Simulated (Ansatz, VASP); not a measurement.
Two plane-wave programs on W

```
CELL_PARAMETERS angstrom
0.00000 1.99900 1.99900
1.99900 0.00000 1.99900
1.99900 1.99900 0.00000
ATOMIC_POSITIONS crystal
W 0.00000 0.00000 0.00000
```

Alike in both runs: functional PBEsol; k mesh 18 × 18 × 18; occupations gaussian, width 0.1 eV; no spin polarisation.

Ansatz relaxed the structure, and its values are those at the end. VASP's run is a single point on that final structure, the one shown.

```csv
,VASP,Ansatz
version,VASP 6.6.1,Ansatz 0.2.0
potentials or method,"VASP PAW PBE potentials, release 64 (W_sv), cutoff 520 eV","scalar-relativistic, plane waves, PAW"
valence electrons in the cell,14,14
```

Ansatz gave:

| Item | Value |
| --- | --- |
| gap on the k mesh at the Fermi level (eV) | none |
| pressure (GPa) | 0.0 |

**Question.** Which values does VASP return?

**Answer.** gap on the k mesh at the Fermi level (eV): none; pressure (GPa): 0.7.

VASP's potentials were made for PBE, not for PBEsol. A gap of «none» marks a metal or a gap that the smearing closes. The functional is the same, so the differences come from potentials, cutoffs and numerics.

Spin-orbit coupling is off throughout.
